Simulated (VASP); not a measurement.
# HfC (rocksalt type) (Fm-3m) in VASP: a series of runs, part 2 of 2

VASP 6.6.1. Earlier steps stand in the parts before.

### 3 Relaxation of cell and atoms, PBE, target pressure 170 GPa, at which the enthalpy is minimised

This run uses another cell than the first one, of 8.80 Å³/atom.

Input file INCAR:

```
PREC = Accurate
ENCUT = 600
EDIFF = 1E-6
ISMEAR = -1
SIGMA = 0.1
LREAL = False
LASPH = True
NELM = 80
ALGO = Normal
ISIF = 3
LWAVE = False
LCHARG = False
GGA = PE
IBRION = 2
NSW = 60
EDIFFG = -0.005
PSTRESS = 1700.0
```

Input file KPOINTS:

```
Automatic mesh
0
Gamma
  17 17 17
```

Input file POSCAR:

```
HfC
1.0
    0.0000000000      2.0649000982      2.0649000982
    2.0649000982      0.0000000000      2.0649000982
    2.0649000982      2.0649000982      0.0000000000
Hf C
1 1
Direct
    0.0000000000      0.0000000000      0.0000000000
    0.5000000000      0.5000000000      0.5000000000
```

Potentials or basis: VASP PAW PBE potentials, release 64 (Hf_pv, C).

Launch:

```bash
$ cat potpaw_PBE.64/Hf_pv/POTCAR potpaw_PBE.64/C/POTCAR > POTCAR
$ mpirun -np 1 vasp_std > vasp.out
```

OUTCAR:

```text
PREC = Accurate
   ENCUT = 600
   EDIFF = 1E-6
   ISMEAR = -1
   LREAL = False
   LASPH = True
   NELM = 80
   ISIF = 3
   GGA = PE
   IBRION = 2
   NSW = 60
   EDIFFG = -0.005
   PSTRESS = 1700.0

 ion  position               nearest neighbor table
   1  0.000  0.000  0.000-   2 2.06   2 2.06   2 2.06   2 2.06   2 2.06   2 2.06
   2  0.500  0.500  0.500-   1 2.06   1 2.06   1 2.06   1 2.06   1 2.06   1 2.06

  LATTYP: Found a face centered cubic cell.
 ALAT       =     4.1298001964

  Lattice vectors:

 A1 = (   0.0000000000,   2.0649000982,   2.0649000982)
 A2 = (   2.0649000982,   0.0000000000,   2.0649000982)
 A3 = (   2.0649000982,   2.0649000982,   0.0000000000)

Analysis of symmetry for initial positions (statically):
=====================================================================
 Subroutine PRICEL returns:
 Original cell was already a primitive cell.

 Routine SETGRP: Setting up the symmetry group for a
 face centered cubic supercell.

 Subroutine GETGRP returns: Found 48 space group operations
 (whereof 48 operations were pure point group operations)
 out of a pool of 48 trial point group operations.

The static configuration has the point symmetry O_h .

Analysis of symmetry for dynamics (positions and initial velocities):
=====================================================================
 Subroutine PRICEL returns:
 Original cell was already a primitive cell.

 Routine SETGRP: Setting up the symmetry group for a
 face centered cubic supercell.

 Subroutine GETGRP returns: Found 48 space group operations
 (whereof 48 operations were pure point group operations)
 out of a pool of 48 trial point group operations.

The dynamic configuration has the point symmetry O_h .

 Subroutine INISYM returns: Found 48 space group operations
 (whereof 48 operations are pure point group operations),
 and found     1 'primitive' translations
[... 127 lines left out ...]
 non-spin polarized calculation
  energy-cutoff  :      600.00
  volume of cell :       17.61
 maximum number of plane-waves:       609
   NGX = 11   NGY = 11   NGZ = 11

--------------------------------------- Ionic step        1  -------------------------------------------

 number of electron      14.0000001 magnetization

 Free energy of the ion-electron system (eV)
  ---------------------------------------------------
  ext. energy  EPLUGINS =         0.00000000
  ---------------------------------------------------
  free energy    TOTEN  =       -18.06847363 eV

  energy without entropy =      -18.06149384  energy(sigma->0) =      -18.06498373

------------------------ aborting loop because EDIFF is reached ----------------------------------------

  FORCE on cell =-STRESS in cart. coord.  units (eV):
  Direction    XX          YY          ZZ          XY          YZ          ZX
  --------------------------------------------------------------------------------------
  -------------------------------------------------------------------------------------
  Total       18.8042233     18.8042233     18.8042233     -0.0000000      0.0000000      0.0000000
  in kB     1710.9560455   1710.9560455   1710.9560455     -0.0000000      0.0000000      0.0000000
  external PRESSURE =      10.9560455 kB  Pullay stress =    1700.0000000 kB
[... 63 lines left out ...]
--------------------------------------- Ionic step        3  -------------------------------------------

 number of electron      14.0000001 magnetization

 Free energy of the ion-electron system (eV)
  ---------------------------------------------------
  ext. energy  EPLUGINS =         0.00000000
  ---------------------------------------------------
  free energy    TOTEN  =       -18.09334593 eV

  energy without entropy =      -18.08635361  energy(sigma->0) =      -18.08984977

 E-fermi :   9.1385     XC(G=0): -14.1438

 val. band max:        9.0878681032   @ k =   0.2353   0.1765   0.0000
 cond. band min:       9.2168230412   @ k =   0.0588   0.0000   0.0000
 fundamental gap:      0.1289549381
 Fermi energy:         9.1385087459

 k-point     1 :       0.0000    0.0000    0.0000
  band No.  band energies     occupation
      1     -18.8357      2.00000
      2     -18.8357      2.00000
      3     -18.8357      2.00000
      4      -4.9652      2.00000
      5      10.2410      0.00003
      6      10.2410      0.00003
      7      10.2410      0.00003
      8      10.3228      0.00001
      9      10.3228      0.00001
     10      10.3228      0.00001
     11      13.5137      0.00000
[... 309 lines left out ...]
 k-point    24 :      -0.1176    0.0588    0.0000
  band No.  band energies     occupation
      1     -19.3500      2.00000
      2     -18.9435      2.00000
      3     -18.8454      2.00000
      4      -3.9960      2.00000
      5       7.3930      2.00000
      6       7.7030      2.00000
      7       8.1057      1.99993
      8      10.9098      0.00000
      9      11.8749      0.00000
     10      12.2957      0.00000
     11      15.4839      0.00000

 [... further k-points ...]

------------------------ aborting loop because EDIFF is reached ----------------------------------------

  FORCE on cell =-STRESS in cart. coord.  units (eV):
  Direction    XX          YY          ZZ          XY          YZ          ZX
  --------------------------------------------------------------------------------------
  -------------------------------------------------------------------------------------
  Total       18.7104401     18.7104401     18.7104401      0.0000000     -0.0000000      0.0000000
  in kB     1700.1665811   1700.1665811   1700.1665811      0.0000000     -0.0000000      0.0000000
  external PRESSURE =       0.1665811 kB  Pullay stress =    1700.0000000 kB
[... 21 lines left out ...]
  energy  without entropy=      -18.0863536090  energy(sigma->0) =      -18.08984977

  enthalpy is  TOTEN    =         0.6152609219 eV   P V=       18.7086068484

 reached required accuracy - stopping structural energy minimisation
```

Wall time 2.4 min (1 thread of Intel Xeon 8259CL, shared host); peak memory 0.18 GiB.

What came out:

- Free energy: -18.0933 eV
- Relaxed volume: 8.82 Å³/atom
- Relaxed cell: a = 2.922 Å, b = 2.922 Å, c = 2.922 Å, α = 60.00°, β = 60.00°, γ = 60.00°
- Space group after relaxing (to 0.1 Å): Fm-3m (No. 225)
- Energy change on relaxing (the run minimises the enthalpy): -12.4 meV/atom
- Ionic steps: 3
- Pressure after relaxing: 170.0 GPa
- Band gap on the k mesh: zero (bands 7 and 8 overlap by 1.62 eV)

The path:
```csv
step,energy change (eV),largest force (eV/Å),pressure (GPa),volume (Å³)
1,0.0000,0.0000,171.10,17.61
2,-0.1609,0.0000,164.05,17.76
3,-0.0249,0.0000,170.02,17.63
```

Final structure:
```yaml
crystal:
  lattice:
    - [0.00000, 2.06581, 2.06581]
    - [2.06581, 0.00000, 2.06581]
    - [2.06581, 2.06581, 0.00000]
  atoms:
    - { symbol: Hf, position: [0.00000, 0.00000, 0.00000] }
    - { symbol: C, position: [0.50000, 0.50000, 0.50000] }
```

Levels at points of the mesh, in eV from the Fermi level:
| k point | band 5 | band 6 | band 7 | band 8 | band 9 | band 10 |
| --- | --- | --- | --- | --- | --- | --- |
| (0.00, 0.00, 0.00) | 1.10 | 1.10 | 1.10 | 1.18 | 1.18 | 1.18 |

Caveat: the cell is relaxed towards a set pressure, so the run minimises the enthalpy, not the energy; spin-orbit coupling is left out, which moves the levels of the heavy elements.

The gap in the log of VASP goes by the Fermi energy; the results here count the filled bands.